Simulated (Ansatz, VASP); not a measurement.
## Si2W in VASP and in Ansatz

```
W Si
1.0
    -1.60690    1.60690    3.91495
     1.60690   -1.60690    3.91495
     1.60690    1.60690   -3.91495
W Si
1 2
Direct
  0.00000 0.00000 0.00000
  0.66530 0.66530 0.00000
  0.33470 0.33470 0.00000
```

Alike in both runs: task relaxation of cell and atoms; functional BLYP; dispersion D3(BJ); k mesh 12 × 12 × 12; occupations fermi-dirac, width 0.05 eV; no spin polarisation.

|  | VASP | Ansatz |
| --- | --- | --- |
| version | VASP 6.6.1 | Ansatz 0.2.0 |
| potentials or method | VASP PAW PBE potentials, release 64 (W_sv, Si) | Ansatz PAW |
| plane-wave cutoff (eV) | 600 | 420 |
| valence electrons in the cell | 22 | 22 |

```tsv
	VASP	Ansatz	Ansatz less VASP
gap on the k mesh at the Fermi level, each at its own relaxed structure (eV)	none	none	-
relaxed volume (Å³/atom)	13.30	13.22	-0.071
relaxed cell length with the largest relative difference (Å)	4.504	4.496	-0.0079
```

VASP's potentials were made for PBE, not for BLYP. A gap of «none» marks a metal or a gap that the smearing closes.

Neither program's run includes spin-orbit coupling. Noted on Ansatz's run: the plane-wave basis is chosen anew once the cell has moved, so the energies of steps on either side of that aren't comparable.
